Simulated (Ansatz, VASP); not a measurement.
## Two plane-wave programs on MgI2

INCAR

```
SYSTEM = MgI2
  PREC = Accurate
  ENCUT = 520
  EDIFF = 1E-6
  ISMEAR = -1
  SIGMA = 0.02
  LREAL = .False.
  LASPH = .True.
  NELM = 60
  ALGO = Normal
  ISIF = 2
  LWAVE = .False.
  LCHARG = .True.
  GGA = PS
  LELF = .True.
  LVHAR = .True.
  NBANDS = 15
```

The input KPOINTS:

```
regular mesh
0
Gamma
  6 6 2
  0 0 0
```

The input POSCAR:

```
MgI2
1.0
    4.1400000000      0.0000000000      0.0000000000
   -2.0700000000      3.5853451717      0.0000000000
    0.0000000000      0.0000000000      6.8800000000
Mg I
1 2
Direct
    0.0000000000      0.0000000000      0.0000000000
    0.3333333333      0.6666666667      0.2500000000
    0.6666666667      0.3333333333      0.7500000000
```

Input for Ansatz:

```yaml
crystal:
  lattice:
    a: 4.14
    b: 4.14
    c: 6.88
    alpha: 90.0
    beta: 90.0
    gamma: 120.0
  space_group: 164
  atoms:
    - { symbol: Mg, position: [0.0, 0.0, 0.0] }
    - { symbol: I, position: [0.3333333333333333, 0.6666666666666666, 0.25] }
basis:
  ecutwfc: 420.0
kpoints:
  mp_grid:
    grid: [6, 6, 2]
hamiltonian:
  xc: pbesol
  pseudopotentials:
    kind: paw
    azcp:
      folder: soft_1
scf:
  occupations:
    method: fermi_dirac
    width: 0.02
output:
  forces: true
  stress: true
```

Alike in both runs: task single point; functional PBEsol; k mesh 6 × 6 × 2; occupations fermi-dirac, width 0.02 eV; no spin polarisation.

|  | VASP | Ansatz |
| --- | --- | --- |
| version | VASP 6.6.1 | Ansatz 0.2.0 |
| potentials or method | VASP PAW PBE potentials, release 64 (Mg, I), cutoff 520 eV | plane waves, PAW |
| valence electrons in the cell | 16 | 44 |

Ansatz gave:

```
pressure (GPa)                                                : -0.8
traceless stress, the component that is largest in VASP (GPa) : -0.32
rms of the force components (eV/Å)                            : 0.139
```

Task: Which values does VASP return?

Result: Pressure (GPa): -0.8; traceless stress, the component that is largest in VASP (GPa): -0.31; rms of the force components (eV/Å): 0.141.

VASP's potentials were made for PBE, not for PBEsol, and Ansatz warns of the same on its side. Atom by atom the forces differ by 0.002 eV/Å (rms over components). VASP's potentials hold 16 valence electrons a cell and Ansatz's 44, so a difference there can come from the potentials and not from the codes.

The k mesh is coarse, so the values compare programs but aren't converged. Neither program's run includes spin-orbit coupling.
